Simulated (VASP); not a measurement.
# MgMnCoO4 (P1) in VASP: single point with PBE

Aim: the single point of MgMnCoO4 with PBE.

Everything below comes from runs of VASP 6.6.1. Logs are shortened: lines on timing, memory, paths and dates and some standing lists are left out, and cuts for length are marked.

## 1. The cell of the first run

The typed cell holds 7 atoms: a = 2.891 Å, b = 5.148 Å, c = 5.169 Å, α = 74.12°, β = 88.80°, γ = 87.65°.

## 2. Single point, PBE, collinear spin, ferromagnetic start

INCAR

```
SYSTEM = MgMnCoO4
PREC = Accurate
ENCUT = 520
EDIFF = 1E-6
ISMEAR = -1
SIGMA = 0.05
LREAL = .False.
LASPH = .True.
NELM = 150
ALGO = Fast
ISIF = 2
LWAVE = .False.
LCHARG = .False.
ISPIN = 2
MAGMOM = 2 4 0 0 0 0 0
LORBIT = 11
LMAXMIX = 4
GGA = PE
NBANDS = 37
```

KPOINTS

```
Automatic mesh
0
Gamma
  9 6 5
  0 0 0
```

POSCAR

```
MgMnCoO4
1.0
    2.8913872392      0.0000000000      0.0000000000
    0.2112190234      5.1431995615      0.0000000000
    0.1083838390      1.4105857621      4.9711731471
Co Mn Mg O
1 1 1 4
Direct
    0.9632079600      0.5779083800      0.5870283800
    0.5069257900      0.9681577600      0.9672239300
    0.4739883500      0.3001481400      0.2911247100
    0.4935918200      0.2867608700      0.6730399900
    0.9913137700      0.1416696700      0.1312262600
    0.0240338200      0.8166876600      0.8198657300
    0.5099655000      0.6799395000      0.2878730000
```

Potentials or basis: VASP PAW PBE potentials, release 64 (Co, Mn_pv, Mg, O).

The run is started by

```
> cat potpaw_PBE.64/Co/POTCAR potpaw_PBE.64/Mn_pv/POTCAR potpaw_PBE.64/Mg/POTCAR potpaw_PBE.64/O/POTCAR > POTCAR
> mpirun -np 1 vasp_std > vasp.out
```

OUTCAR:

```text
SYSTEM = MgMnCoO4
   PREC = Accurate
   ENCUT = 520
   EDIFF = 1E-6
   ISMEAR = -1
   LREAL = .False.
   LASPH = .True.
   NELM = 150
   ISIF = 2
   ISPIN = 2
   LORBIT = 11
   GGA = PE

 ion  position               nearest neighbor table
   1  0.963  0.578  0.587-   6 1.96   7 1.99   4 2.02   4 2.07   7 2.16   3 2.74   3 2.80
   2  0.507  0.968  0.967-   6 1.90   7 1.90   6 1.90   4 1.91   5 2.00   5 2.01   3 2.70   3 3.39

   3  0.474  0.300  0.291-   5 1.95   5 1.95   7 1.96   4 1.96   2 2.70   1 2.74   1 2.80   2 3.39

   4  0.494  0.287  0.673-   2 1.91   3 1.96   1 2.02   1 2.07
   5  0.991  0.142  0.131-   3 1.95   3 1.95   2 2.00   2 2.01
   6  0.024  0.817  0.820-   2 1.90   2 1.90   1 1.96
   7  0.510  0.680  0.288-   2 1.90   3 1.96   1 1.99   1 2.16

  LATTYP: Found a triclinic cell.
 ALAT       =     6.8132951497
 B/A-ratio  =     1.4985262753
 C/A-ratio  =     0.4243742823
 COS(alpha) =     0.0005434582
 COS(beta)  =     0.4092809710
 COS(gamma) =     0.8353258104

  Lattice vectors:

 A1 = (  -2.7885520548,   3.7326137994,  -4.9711731471)
 A2 = (  -0.0055486546,   2.3220280373,  -9.9423462942)
 A3 = (  -2.8913872392,   0.0000000000,   0.0000000000)

Analysis of symmetry for initial positions (statically):
=====================================================================
 Subroutine PRICEL returns:
 Original cell was already a primitive cell.

 Routine SETGRP: Setting up the symmetry group for a
 triclinic supercell.

 Subroutine GETGRP returns: Found  1 space group operations
 (whereof  1 operations were pure point group operations)
 out of a pool of  2 trial point group operations.

The static configuration has the point symmetry C_1 .

Analysis of symmetry for dynamics (positions and initial velocities):
=====================================================================
 Subroutine PRICEL returns:
 Original cell was already a primitive cell.

 Routine SETGRP: Setting up the symmetry group for a
 triclinic supercell.

 Subroutine GETGRP returns: Found  1 space group operations
 (whereof  1 operations were pure point group operations)
 out of a pool of  2 trial point group operations.

The dynamic configuration has the point symmetry C_1 .

Analysis of structural, dynamic, and magnetic symmetry:
=====================================================================
 Subroutine PRICEL returns:
 Original cell was already a primitive cell.

 Routine SETGRP: Setting up the symmetry group for a
 triclinic supercell.

 Subroutine GETGRP returns: Found  1 space group operations
 (whereof  1 operations were pure point group operations)
 out of a pool of  2 trial point group operations.

The overall configuration has the point symmetry C_1 .

 Subroutine INISYM returns: Found  1 space group operations
 (whereof  1 operations are pure point group operations),
 and found     1 'primitive' translations

----------------------------------------------------------------------------------------

                                     Primitive cell

  volume of cell :      73.9262

  direct lattice vectors                    reciprocal lattice vectors
     2.891387239  0.000000000  0.000000000     0.345854746 -0.014203435 -0.003510218
     0.211219023  5.143199562  0.000000000     0.000000000  0.194431499 -0.055170539
     0.108383839  1.410585762  4.971173147     0.000000000  0.000000000  0.201159761

  length of vectors
     2.891387239  5.147534867  5.168564763     0.346164072  0.202107388  0.201159761

  position of ions in fractional coordinates (direct lattice)
     0.963207960  0.577908380  0.587028380
     0.506925790  0.968157760  0.967223930
     0.473988350  0.300148140  0.291124710
     0.493591820  0.286760870  0.673039990
     0.991313770  0.141669670  0.131226260
     0.024033820  0.816687660  0.819865730
     0.509965500  0.679939500  0.287873000

  ion indices of the primitive-cell ions
   primitive index   ion index
                 1           1
                 2           2
[... 56 lines left out ...]
 -0.111111  0.333333 -0.000000      2.000000
  0.000000  0.500000 -0.000000      1.000000
 [... further k-points ...]
   k-points           NKPTS =    136   k-points in BZ     NKDIM =    136   number of bands    NBANDS=     37
   number of dos      NEDOS =    301   number of ions     NIONS =      7
   total plane-waves  NPLWV =  38400
   dimension x,y,z NGX =    24 NGY =   40 NGZ =   40
   dimension x,y,z NGXF=    48 NGYF=   80 NGZF=   80
   ions per type =               1   1   1   4
   NGX,Y,Z   is equivalent  to a cutoff of  13.80, 12.92, 12.87 a.u.
   NGXF,Y,Z  is equivalent  to a cutoff of  27.60, 25.84, 25.73 a.u.
 SYSTEM =  MgMnCoO4
   PREC   = accura    normal or accurate (medium, high low for compatibility)
   ISTART =      0    job   : 0-new  1-cont  2-samecut
   ICHARG =      2    charge: 1-file 2-atom 10-const
   ISPIN  =      2    spin polarized calculation?
   LNONCOLLINEAR =      F non collinear calculations
   LSORBIT =      F    spin-orbit coupling
   LASPH  =      T    aspherical Exc in radial PAW
   ENCUT  =  520.0 eV  38.22 Ry    6.18 a.u.   5.38  9.57  9.61*2*pi/ulx,y,z
   NELM   =    150;   NELMIN=  2; NELMDL= -5     # of ELM steps
   EDIFF  = 0.1E-05   stopping-criterion for ELM
   LREAL  =      F    real-space projection
   EDIFFG = 0.1E-04   stopping-criterion for IOM
   NSW    =      0    number of steps for IOM
   IBRION =     -1    ionic relax: 0-MD 1-quasi-New 2-CG
   NFREE  =      0    steps in history (QN), initial steepest desc. (CG)
   ISIF   =      2    stress and relaxation
   ISYM   =      2    0-nonsym 1-usesym 2-fastsym
   POTIM  = 0.5000    time-step for ionic-motion
   TEBEG  =    0.0;   TEEND  =   0.0 temperature during run
   PSTRESS=    0.0 pullay stress
   NELECT =      48.0000    total number of electrons
   NUPDOWN=      -1.0000    fix difference up-down
   EMIN   =  10.00;   EMAX   =-10.00  energy-range for DOS
   EFERMI =   0.00;   METHOD = LEGACY
   ISMEAR =    -1;   SIGMA  =   0.05  broadening in eV -4-tet -1-fermi 0-gaus
   EFERMI_NEDOS =   21; number of points for ismear=-14 and -15
   IALGO  =     68    algorithm
   IMIX   =      4    mixing-type and parameters
     AMIX     =   0.40;   BMIX     =  1.00
     AMIX_MAG =   1.60;   BMIX_MAG =  1.00
  volume/ion in A,a.u.               =      10.56        71.27
  Fermi-wavevector in a.u.,A,eV,Ry     =   1.417607  2.678888 27.342384  2.009609
  Thomas-Fermi vector in A             =   2.538819
   LORBIT       =     11    0 simple, 1 ext, 2 COOP (PROOUT), +10 PAW based schemes
   GGA     = PE    functional components
   LHFCALC =     F    Hartree Fock is set to
   AEXX    =    0.0000 exact exchange contribution
   IVDW    =     0    specifies the selected vdW correction
   LEPSILON=     F    determine dielectric tensor
   LRPA    =     F    only Hartree local field effects (RPA)
 spin polarized calculation
 RMM-DIIS sequential band-by-band and
  energy-cutoff  :      520.00
  volume of cell :       73.93
 maximum number of plane-waves:      2007
 NGX is ok and might be reduce to    24
   NGX = 11   NGY = 19   NGZ = 19

 number of electron      48.0000000 magnetization       5.9804686

 Free energy of the ion-electron system (eV)
  ---------------------------------------------------
  ext. energy  EPLUGINS =         0.00000000
  ---------------------------------------------------
  free energy    TOTEN  =       -47.99376025 eV

  energy without entropy =      -47.97900694  energy(sigma->0) =      -47.98638360

 E-fermi :   5.1022     XC(G=0): -11.0655

 val. band max:        5.0962518197   @ k =   0.0000   0.5000   0.2000
 cond. band min:       5.1059513981   @ k =   0.0000  -0.3333   0.4000
 fundamental gap:      0.0096995784
 Fermi energy:         5.1021947163

 spin component 1

 k-point     1 :       0.0000    0.0000    0.0000
  band No.  band energies     occupation
      1     -45.6861      1.00000
      2     -45.6315      1.00000
      3     -45.5946      1.00000
      4     -14.6388      1.00000
      5     -13.4654      1.00000
      6     -13.2382      1.00000
[... 925 lines left out ...]
     35      16.5261      0.00000
     36      17.5993      0.00000

 [... further k-points ...]

 spin component 2

 k-point     1 :       0.0000    0.0000    0.0000
  band No.  band energies     occupation
      1     -42.7614      1.00000
      2     -42.7300      1.00000
      3     -42.5989      1.00000
      4     -14.3859      1.00000
      5     -13.1693      1.00000
      6     -13.0893      1.00000
[... 925 lines left out ...]
     35      17.0003      0.00000
     36      18.0140      0.00000

 [... further k-points ...]

 [bands above 36 left out]

------------------------ aborting loop because EDIFF is reached ----------------------------------------

  FORCE on cell =-STRESS in cart. coord.  units (eV):
  Direction    XX          YY          ZZ          XY          YZ          ZX
  --------------------------------------------------------------------------------------
  -------------------------------------------------------------------------------------
  Total        0.0196644      1.5724756      1.6732824      0.0169364     -0.1991415     -0.0242298
  in kB        0.4261790     34.0797172     36.2644665      0.3670577     -4.3159243     -0.5251229
  external PRESSURE =      23.5901209 kB  Pullay stress =       0.0000000 kB

 VOLUME and BASIS-vectors are now :
 -----------------------------------------------------------------------------
  energy-cutoff  :      520.00
  volume of cell :       73.93
      direct lattice vectors                 reciprocal lattice vectors
     2.891387239  0.000000000  0.000000000     0.345854746 -0.014203435 -0.003510218
     0.211219023  5.143199562  0.000000000     0.000000000  0.194431499 -0.055170539
     0.108383839  1.410585762  4.971173147     0.000000000  0.000000000  0.201159761

 POSITION                                       TOTAL-FORCE (eV/Angst)
 -----------------------------------------------------------------------------------
      2.97070      3.80035      2.91822         0.149134      0.161790      0.082005
      1.77504      6.34378      4.80824         0.123590      0.004451      0.000597
      1.46543      1.95438      1.44723        -0.054185     -0.199943     -0.165977
      1.56068      2.42425      3.34580        -0.022125      0.043539      0.140652
      2.91042      0.91374      0.65235        -0.042189     -0.011861     -0.001485
      0.33085      5.35688      4.07569        -0.175217     -0.178561     -0.123208
      1.64932      3.90313      1.43107         0.020992      0.180586      0.067416
 -----------------------------------------------------------------------------------
    total drift:                               -0.000295     -0.000634     -0.001567

  FREE ENERGIE OF THE ION-ELECTRON SYSTEM (eV)
  ---------------------------------------------------
  free  energy   TOTEN  =       -47.9937602550 eV

  energy  without entropy=      -47.9790069360  energy(sigma->0) =      -47.98638360

 total charge

# of ion       s       p       d       tot
------------------------------------------
    1        0.336   0.428   7.096   7.860
    2        0.332   6.416   4.896  11.644
    3        0.165   0.196   0.089   0.450
    4        1.563   3.466   0.000   5.029
    5        1.554   3.511   0.000   5.065
    6        1.564   3.434   0.000   4.998
    7        1.564   3.459   0.000   5.023
--------------------------------------------------
tot          7.078  20.911  12.081  40.070

 magnetization (x)

# of ion       s       p       d       tot
------------------------------------------
    1        0.012   0.027   2.499   2.537
    2        0.017   0.027   2.638   2.682
    3        0.002   0.000   0.001   0.003
    4        0.011   0.182   0.000   0.193
    5        0.001   0.042   0.000   0.043
    6        0.006   0.108   0.000   0.114
    7        0.011   0.183   0.000   0.194
--------------------------------------------------
tot          0.059   0.568   5.139   5.766
```

It took 18 min on 1 thread of Oxide Virtual Turin-like, shared host; peak memory 0.63 GiB.

What came out:

```yaml
Free_energy: -47.9938 eV
Pressure: 2.4 GPa
Largest_force: 0.279 eV/Å
Band_gap_on_the_k_mesh: zero (filled and empty bands overlap)
Net_moment: 5.98 μB per cell
Site_moments: Co +2.54; Mn +2.68; Mg +0.00; O +0.19, +0.04, +0.11 (each value once) μB
Valence_electrons_inside_the_program's_atomic_spheres: Co 7.86; Mn 11.64; Mg 0.45; O 5.03, 5.07, 5.00, 5.02
```

Forces in eV/Å, atoms in the order of the input:
```
Co   0.149  0.162  0.082
Mn   0.124  0.004  0.001
Mg  -0.054 -0.200 -0.166
O   -0.022  0.044  0.141
O   -0.042 -0.012 -0.001
O   -0.175 -0.179 -0.123
O    0.021  0.181  0.067
```

Stress tensor (GPa, compression positive):
```
 0.04  0.04 -0.05
 0.04  3.41 -0.43
-0.05 -0.43  3.63
```

Levels at points of the mesh, in eV from the Fermi level:
Spin up:
```tsv
k point	band 24	band 25	band 26	band 27	band 28	band 29	band 30	band 31
(0.00, 0.00, 0.00)	-1.16	-1.02	-0.92	-0.04	1.17	1.51	2.61	7.08
(0.00, 0.50, 0.00)	-1.27	-0.84	-0.78	-0.49	1.49	1.78	4.46	5.37
```
Spin down:
```csv
k point,band 17,band 18,band 19,band 20,band 21,band 22,band 23,band 24,band 25,band 26
"(0.00, 0.00, 0.00)",-2.73,-1.96,-1.61,-0.89,-0.16,0.20,0.49,0.60,1.03,1.60
"(0.00, 0.50, 0.00)",-2.83,-2.46,-2.39,-0.59,-0.28,-0.05,0.38,0.79,1.40,1.70
```

Caveat: semilocal functionals often make such compounds metallic where correlation or magnetic order opens a gap, which also shifts bond lengths; only a ferromagnetic start was run, and an antiferromagnetic order may lie lower in energy.
